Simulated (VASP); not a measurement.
# SrTiO3 (Pm-3m) in VASP: notebook, part 2 of 2

VASP 6.6.1.

### 3 Single point, PBE

This run uses another cell than the first one, of 12.20 Å³/atom, 1.018 times its volume.

The input, INCAR:

```
SYSTEM = SrTiO3
PREC     = Accurate       ! precision mode
ENCUT    = 520            ! plane-wave cutoff, eV
EDIFF    = 1E-7           ! SCF threshold, eV
ISMEAR   = 0              ! smearing method
SIGMA    = 0.02           ! smearing width, eV
LREAL    = .FALSE.        ! projectors in reciprocal space
LASPH    = .TRUE.         ! aspherical terms in the spheres
NELM     = 80             ! most SCF steps
ALGO     = Normal         ! electronic algorithm
ISIF     = 2              ! what is computed and relaxed
LWAVE    = .FALSE.        ! write WAVECAR
LCHARG   = .TRUE.         ! write CHGCAR
GGA      = PE             ! functional
LELF     = .TRUE.         ! ELF
LVHAR    = .TRUE.       
NBANDS   = 28             ! bands
```

The input, KPOINTS:

```
regular mesh
0
G
  8 8 8
  0 0 0
```

The input, POSCAR:

```
SrTiO3
1.0
    3.9364226088      0.0000000000      0.0000000000
    0.0000000000      3.9364226088      0.0000000000
    0.0000000000      0.0000000000      3.9364226088
Sr Ti O
1 1 3
Direct
    0.0000000000      0.0000000000      0.0000000000
    0.5000000000      0.5000000000      0.5000000000
    0.5000000000      0.0000000000      0.5000000000
    0.5000000000      0.5000000000      0.0000000000
    0.0000000000      0.5000000000      0.5000000000
```

Potentials or basis: VASP PAW PBE potentials, release 64 (Sr_sv, Ti_sv, O).

Started as:

```bash
> cat potpaw_PBE.64/Sr_sv/POTCAR potpaw_PBE.64/Ti_sv/POTCAR potpaw_PBE.64/O/POTCAR > POTCAR
> mpirun -np 1 vasp_std > vasp.out
```

OUTCAR:

```text
SYSTEM = SrTiO3
   PREC = Accurate
   ENCUT = 520
   EDIFF = 1E-7
   ISMEAR = 0
   LREAL = .FALSE.
   LASPH = .TRUE.
   NELM = 80
   ISIF = 2
   GGA = PE

 ion  position               nearest neighbor table
   1  0.000  0.000  0.000-   3 2.78   4 2.78   5 2.78   3 2.78   5 2.78   4 2.78   5 2.78   5 2.78
                             3 2.78   4 2.78   3 2.78   4 2.78   2 3.41   2 3.41   2 3.41   2 3.41
   2  0.500  0.500  0.500-   3 1.97   4 1.97   5 1.97   4 1.97   3 1.97   5 1.97   1 3.41   1 3.41
                             1 3.41   1 3.41   1 3.41   1 3.41   1 3.41   1 3.41
   3  0.500  0.000  0.500-   2 1.97   2 1.97   1 2.78   1 2.78   1 2.78   1 2.78
   4  0.500  0.500  0.000-   2 1.97   2 1.97   1 2.78   1 2.78   1 2.78   1 2.78
   5  0.000  0.500  0.500-   2 1.97   2 1.97   1 2.78   1 2.78   1 2.78   1 2.78

  LATTYP: Found a simple cubic cell.
 ALAT       =     3.9364226088

  Lattice vectors:

 A1 = (   3.9364226088,   0.0000000000,   0.0000000000)
 A2 = (   0.0000000000,   3.9364226088,   0.0000000000)
 A3 = (   0.0000000000,   0.0000000000,   3.9364226088)

Analysis of symmetry for initial positions (statically):
=====================================================================
 Subroutine PRICEL returns:
 Original cell was already a primitive cell.

 Routine SETGRP: Setting up the symmetry group for a
 simple cubic supercell.

 Subroutine GETGRP returns: Found 48 space group operations
 (whereof 48 operations were pure point group operations)
 out of a pool of 48 trial point group operations.

The static configuration has the point symmetry O_h .

Analysis of symmetry for dynamics (positions and initial velocities):
=====================================================================
 Subroutine PRICEL returns:
 Original cell was already a primitive cell.

 Routine SETGRP: Setting up the symmetry group for a
 simple cubic supercell.

 Subroutine GETGRP returns: Found 48 space group operations
[... 129 lines left out ...]
     AMIX_MAG =   1.60;   BMIX_MAG =  1.00
  volume/ion in A,a.u.               =      12.20        82.32
  Fermi-wavevector in a.u.,A,eV,Ry     =   1.422306  2.687769 27.523974  2.022955
  Thomas-Fermi vector in A             =   2.543024
   LORBIT       =      0    0 simple, 1 ext, 2 COOP (PROOUT), +10 PAW based schemes
   GGA     = PE    functional components
   LHFCALC =     F    Hartree Fock is set to
   AEXX    =    0.0000 exact exchange contribution
   IVDW    =     0    specifies the selected vdW correction
   LEPSILON=     F    determine dielectric tensor
   LRPA    =     F    only Hartree local field effects (RPA)
 non-spin polarized calculation
 Gauss-broadening in eV      SIGMA  =   0.02
  energy-cutoff  :      520.00
  volume of cell :       61.00
 maximum number of plane-waves:      1671
 NGX is ok and might be reduce to    30
   NGX = 15   NGY = 15   NGZ = 15

 number of electron      39.9999990 magnetization

 Free energy of the ion-electron system (eV)
  ---------------------------------------------------
  ext. energy  EPLUGINS =         0.00000000
  ---------------------------------------------------
  free energy    TOTEN  =       -40.10326750 eV

  energy without entropy =      -40.10326750  energy(sigma->0) =      -40.10326750

 E-fermi :   4.1507     XC(G=0): -11.1443

 val. band max:        3.9704172387   @ k =   0.5000   0.5000   0.5000
 cond. band min:       5.7816455710   @ k =   0.0000   0.0000   0.0000
 fundamental gap:      1.8112283323
 Fermi energy:         4.1507264708

 k-point     1 :       0.0000    0.0000    0.0000
  band No.  band energies     occupation
      1     -52.5923      2.00000
      2     -28.8946      2.00000
      3     -28.8234      2.00000
      4     -28.8234      2.00000
      5     -28.8234      2.00000
      6     -13.3706      2.00000
[... 733 lines left out ...]
     27      12.0929      0.00000
     28      12.5840      0.00000

 [... further k-points ...]

------------------------ aborting loop because EDIFF is reached ----------------------------------------

  FORCE on cell =-STRESS in cart. coord.  units (eV):
  Direction    XX          YY          ZZ          XY          YZ          ZX
  --------------------------------------------------------------------------------------
  -------------------------------------------------------------------------------------
  Total        0.2337829      0.2337829      0.2337829     -0.0000000     -0.0000000     -0.0000000
  in kB        6.1407050      6.1407050      6.1407050     -0.0000000     -0.0000000     -0.0000000
  external PRESSURE =       6.1407050 kB  Pullay stress =       0.0000000 kB

 VOLUME and BASIS-vectors are now :
 -----------------------------------------------------------------------------
  energy-cutoff  :      520.00
  volume of cell :       61.00
      direct lattice vectors                 reciprocal lattice vectors
     3.936422609  0.000000000  0.000000000     0.254037765  0.000000000  0.000000000
     0.000000000  3.936422609  0.000000000     0.000000000  0.254037765  0.000000000
     0.000000000  0.000000000  3.936422609     0.000000000  0.000000000  0.254037765

 POSITION                                       TOTAL-FORCE (eV/Angst)
 -----------------------------------------------------------------------------------
      0.00000      0.00000      0.00000         0.000000      0.000000      0.000000
      1.96821      1.96821      1.96821         0.000000      0.000000      0.000000
      1.96821      0.00000      1.96821         0.000000      0.000000      0.000000
      1.96821      1.96821      0.00000         0.000000      0.000000      0.000000
      0.00000      1.96821      1.96821         0.000000      0.000000      0.000000
 -----------------------------------------------------------------------------------
    total drift:                                0.000000      0.000000     -0.000000

  FREE ENERGIE OF THE ION-ELECTRON SYSTEM (eV)
  ---------------------------------------------------
  free  energy   TOTEN  =       -40.1032674956 eV

  energy  without entropy=      -40.1032674956  energy(sigma->0) =      -40.10326750
```

Run time: 41 s. Hardware: 1 thread of AMD EPYC 9R45 (Zen 5), shared host; peak memory 0.17 GiB.

Results:

```
Free energy            : -40.1033 eV
Pressure               : 0.6 GPa
Band gap on the k mesh : 1.81 eV, indirect (least direct gap 2.18 eV)
```

Levels at points of the mesh, in eV from the valence-band top:
```tsv
k point	band 17	band 18	band 19	band 20	band 21	band 22	band 23	band 24
(0.00, 0.00, 0.00)	-1.13	-0.37	-0.37	-0.37	1.81	1.81	1.81	4.14
(0.50, 0.00, 0.00)	-2.29	-1.91	-0.73	-0.73	1.97	3.66	3.66	4.15
(0.50, 0.50, 0.00)	-1.74	-1.54	-1.54	-0.09	3.66	3.66	4.11	5.08
(0.50, 0.50, 0.50)	-3.67	0.00	0.00	0.00	4.31	4.31	4.31	6.85
```

A k mesh can miss the band edges. As with any semilocal functional, this PBE gap is likely too small.

### 4 Single point, PBE

This run uses another cell than the first one, of 12.20 Å³/atom, 1.018 times its volume.

The input, INCAR:

```
PREC = Accurate
ENCUT = 520
EDIFF = 1E-6
ISMEAR = 0
SIGMA = 0.02
LREAL = F
LASPH = T
NELM = 80
ALGO = Normal
ISIF = 2
LWAVE = F
LCHARG = F
GGA = PE
NBANDS = 28
```

The input, KPOINTS:

```
regular mesh
0
Gamma
  8 8 8
```

POSCAR is that of step 3.

Potentials or basis: VASP PAW PBE potentials, release 64 (Sr_sv, Ti_sv, O).

Started as:

```bash
> cat potpaw_PBE.64/Sr_sv/POTCAR potpaw_PBE.64/Ti_sv/POTCAR potpaw_PBE.64/O/POTCAR > POTCAR
> mpirun -np 1 vasp_std > vasp.out
```

OUTCAR:

```text
PREC = Accurate
   ENCUT = 520
   EDIFF = 1E-6
   ISMEAR = 0
   LREAL = F
   LASPH = T
   NELM = 80
   ISIF = 2
   GGA = PE

 ion  position               nearest neighbor table
   1  0.000  0.000  0.000-   3 2.78   4 2.78   5 2.78   3 2.78   5 2.78   4 2.78   5 2.78   5 2.78
                             3 2.78   4 2.78   3 2.78   4 2.78   2 3.41   2 3.41   2 3.41   2 3.41
   2  0.500  0.500  0.500-   3 1.97   4 1.97   5 1.97   4 1.97   3 1.97   5 1.97   1 3.41   1 3.41
                             1 3.41   1 3.41   1 3.41   1 3.41   1 3.41   1 3.41
   3  0.500  0.000  0.500-   2 1.97   2 1.97   1 2.78   1 2.78   1 2.78   1 2.78
   4  0.500  0.500  0.000-   2 1.97   2 1.97   1 2.78   1 2.78   1 2.78   1 2.78
   5  0.000  0.500  0.500-   2 1.97   2 1.97   1 2.78   1 2.78   1 2.78   1 2.78

  LATTYP: Found a simple cubic cell.
 ALAT       =     3.9364226088

  Lattice vectors:

 A1 = (   3.9364226088,   0.0000000000,   0.0000000000)
 A2 = (   0.0000000000,   3.9364226088,   0.0000000000)
 A3 = (   0.0000000000,   0.0000000000,   3.9364226088)

Analysis of symmetry for initial positions (statically):
=====================================================================
 Subroutine PRICEL returns:
 Original cell was already a primitive cell.

 Routine SETGRP: Setting up the symmetry group for a
 simple cubic supercell.

 Subroutine GETGRP returns: Found 48 space group operations
 (whereof 48 operations were pure point group operations)
 out of a pool of 48 trial point group operations.

The static configuration has the point symmetry O_h .

Analysis of symmetry for dynamics (positions and initial velocities):
=====================================================================
 Subroutine PRICEL returns:
 Original cell was already a primitive cell.

 Routine SETGRP: Setting up the symmetry group for a
 simple cubic supercell.

 Subroutine GETGRP returns: Found 48 space group operations
 (whereof 48 operations were pure point group operations)
 out of a pool of 48 trial point group operations.

The dynamic configuration has the point symmetry O_h .

 Subroutine INISYM returns: Found 48 space group operations
 (whereof 48 operations are pure point group operations),
 and found     1 'primitive' translations

----------------------------------------------------------------------------------------

                                     Primitive cell

  volume of cell :      60.9965

  direct lattice vectors                    reciprocal lattice vectors
     3.936422609  0.000000000  0.000000000     0.254037765  0.000000000  0.000000000
     0.000000000  3.936422609  0.000000000     0.000000000  0.254037765  0.000000000
     0.000000000  0.000000000  3.936422609     0.000000000  0.000000000  0.254037765

  length of vectors
     3.936422609  3.936422609  3.936422609     0.254037765  0.254037765  0.254037765

  position of ions in fractional coordinates (direct lattice)
     0.000000000  0.000000000  0.000000000
     0.500000000  0.500000000  0.500000000
     0.500000000  0.000000000  0.500000000
     0.500000000  0.500000000  0.000000000
     0.000000000  0.500000000  0.500000000

  ion indices of the primitive-cell ions
   primitive index   ion index
                 1           1
                 2           2
                 3           3
                 4           4
                 5           5

[... 29 lines left out ...]
  0.125000  0.000000  0.000000      6.000000
  0.250000  0.000000  0.000000      6.000000
  0.375000  0.000000  0.000000      6.000000
  0.500000  0.000000  0.000000      3.000000
  0.125000  0.125000  0.000000     12.000000
[... 16 lines left out ...]
  0.375000  0.375000  0.125000     24.000000
  0.500000  0.375000  0.125000     24.000000
 [... further k-points ...]
   k-points           NKPTS =     35   k-points in BZ     NKDIM =     35   number of bands    NBANDS=     28
   number of dos      NEDOS =    301   number of ions     NIONS =      5
   total plane-waves  NPLWV =  27000
   dimension x,y,z NGX =    30 NGY =   30 NGZ =   30
   dimension x,y,z NGXF=    60 NGYF=   60 NGZF=   60
   ions per type =               1   1   3
   NGX,Y,Z   is equivalent  to a cutoff of  12.67, 12.67, 12.67 a.u.
   NGXF,Y,Z  is equivalent  to a cutoff of  25.34, 25.34, 25.34 a.u.
 SYSTEM =  unknown system
   PREC   = accura    normal or accurate (medium, high low for compatibility)
   ISTART =      0    job   : 0-new  1-cont  2-samecut
   ICHARG =      2    charge: 1-file 2-atom 10-const
   ISPIN  =      1    spin polarized calculation?
   LNONCOLLINEAR =      F non collinear calculations
   LSORBIT =      F    spin-orbit coupling
   LASPH  =      T    aspherical Exc in radial PAW
   ENCUT  =  520.0 eV  38.22 Ry    6.18 a.u.   7.32  7.32  7.32*2*pi/ulx,y,z
   NELM   =     80;   NELMIN=  2; NELMDL= -5     # of ELM steps
   EDIFF  = 0.1E-05   stopping-criterion for ELM
   LREAL  =      F    real-space projection
   EDIFFG = 0.1E-04   stopping-criterion for IOM
   NSW    =      0    number of steps for IOM
   IBRION =     -1    ionic relax: 0-MD 1-quasi-New 2-CG
   NFREE  =      0    steps in history (QN), initial steepest desc. (CG)
   ISIF   =      2    stress and relaxation
   ISYM   =      2    0-nonsym 1-usesym 2-fastsym
   POTIM  = 0.5000    time-step for ionic-motion
   TEBEG  =    0.0;   TEEND  =   0.0 temperature during run
   PSTRESS=    0.0 pullay stress
   NELECT =      40.0000    total number of electrons
   NUPDOWN=      -1.0000    fix difference up-down
   EMIN   =  10.00;   EMAX   =-10.00  energy-range for DOS
   EFERMI =   0.00;   METHOD = LEGACY
   ISMEAR =     0;   SIGMA  =   0.02  broadening in eV -4-tet -1-fermi 0-gaus
   EFERMI_NEDOS =   21; number of points for ismear=-14 and -15
   IALGO  =     38    algorithm
   IMIX   =      4    mixing-type and parameters
     AMIX     =   0.40;   BMIX     =  1.00
     AMIX_MAG =   1.60;   BMIX_MAG =  1.00
  volume/ion in A,a.u.               =      12.20        82.32
  Fermi-wavevector in a.u.,A,eV,Ry     =   1.422306  2.687769 27.523974  2.022955
  Thomas-Fermi vector in A             =   2.543024
   LORBIT       =      0    0 simple, 1 ext, 2 COOP (PROOUT), +10 PAW based schemes
   GGA     = PE    functional components
   LHFCALC =     F    Hartree Fock is set to
   AEXX    =    0.0000 exact exchange contribution
   IVDW    =     0    specifies the selected vdW correction
   LEPSILON=     F    determine dielectric tensor
   LRPA    =     F    only Hartree local field effects (RPA)
 non-spin polarized calculation
 Gauss-broadening in eV      SIGMA  =   0.02
  energy-cutoff  :      520.00
  volume of cell :       61.00
 maximum number of plane-waves:      1671
 NGX is ok and might be reduce to    30
   NGX = 15   NGY = 15   NGZ = 15

 number of electron      39.9999990 magnetization

 Free energy of the ion-electron system (eV)
  ---------------------------------------------------
  ext. energy  EPLUGINS =         0.00000000
  ---------------------------------------------------
  free energy    TOTEN  =       -40.10326776 eV

  energy without entropy =      -40.10326776  energy(sigma->0) =      -40.10326776

 E-fermi :   4.1505     XC(G=0): -11.1445

 val. band max:        3.9699355880   @ k =   0.5000   0.5000   0.5000
 cond. band min:       5.7803510613   @ k =   0.0000   0.0000   0.0000
 fundamental gap:      1.8104154733
 Fermi energy:         4.1505089722

 k-point     1 :       0.0000    0.0000    0.0000
  band No.  band energies     occupation
      1     -52.5943      2.00000
      2     -28.8943      2.00000
      3     -28.8252      2.00000
      4     -28.8252      2.00000
      5     -28.8252      2.00000
      6     -13.3710      2.00000
[... 733 lines left out ...]
     27      12.0928      0.00000
     28      12.5840      0.00000

 [... further k-points ...]

------------------------ aborting loop because EDIFF is reached ----------------------------------------

  FORCE on cell =-STRESS in cart. coord.  units (eV):
  Direction    XX          YY          ZZ          XY          YZ          ZX
  --------------------------------------------------------------------------------------
  -------------------------------------------------------------------------------------
  Total        0.2524428      0.2524428      0.2524428      0.0000000      0.0000000     -0.0000000
  in kB        6.6308384      6.6308384      6.6308384      0.0000000      0.0000000     -0.0000000
  external PRESSURE =       6.6308384 kB  Pullay stress =       0.0000000 kB

 VOLUME and BASIS-vectors are now :
 -----------------------------------------------------------------------------
  energy-cutoff  :      520.00
  volume of cell :       61.00
      direct lattice vectors                 reciprocal lattice vectors
     3.936422609  0.000000000  0.000000000     0.254037765  0.000000000  0.000000000
     0.000000000  3.936422609  0.000000000     0.000000000  0.254037765  0.000000000
     0.000000000  0.000000000  3.936422609     0.000000000  0.000000000  0.254037765

 POSITION                                       TOTAL-FORCE (eV/Angst)
 -----------------------------------------------------------------------------------
      0.00000      0.00000      0.00000         0.000000      0.000000      0.000000
      1.96821      1.96821      1.96821         0.000000      0.000000      0.000000
      1.96821      0.00000      1.96821         0.000000      0.000000      0.000000
      1.96821      1.96821      0.00000         0.000000      0.000000      0.000000
      0.00000      1.96821      1.96821         0.000000      0.000000      0.000000
 -----------------------------------------------------------------------------------
    total drift:                                0.000000      0.000000     -0.000000

  FREE ENERGIE OF THE ION-ELECTRON SYSTEM (eV)
  ---------------------------------------------------
  free  energy   TOTEN  =       -40.1032677578 eV

  energy  without entropy=      -40.1032677578  energy(sigma->0) =      -40.10326776
```

It took 38 s on 1 thread of AMD EPYC 9R45 (Zen 5), shared host; peak memory 0.17 GiB.

Results:

| Quantity | Value |
| --- | --- |
| Free energy | -40.1033 eV |
| Pressure | 0.7 GPa |
| Band gap on the k mesh | 1.81 eV, indirect (least direct gap 2.18 eV) |
